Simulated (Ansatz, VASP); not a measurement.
Two plane-wave programs on CaS

```
Ca S
1.0
     0.00000    2.90374    2.90374
     2.90374    0.00000    2.90374
     2.90374    2.90374    0.00000
Ca S
1 1
Direct
  0.00000 0.00000 0.00000
  0.50000 0.50000 0.50000
```

Alike in both runs: task single point; functional r2SCAN; k mesh 8 × 8 × 8; occupations gaussian, width 0.02 eV; no spin polarisation.

|  | VASP | Ansatz |
| --- | --- | --- |
| version | VASP 6.6.1 | Ansatz 0.2.0 |
| potentials or method | VASP PAW PBE potentials, release 64 (Ca_sv, S), cutoff 550 eV | scalar-relativistic, plane waves, PAW |
| valence electrons in the cell | 16 | 16 |

```csv
,VASP,Ansatz,Ansatz less VASP
gap on the k mesh at the Fermi level (eV),2.93,2.92,-0.004
least direct gap on the mesh (eV),3.71,3.71,-0.002
pressure (GPa),-2.9,-3.2,-0.24
```

VASP's potentials were made for PBE, not for r2SCAN.
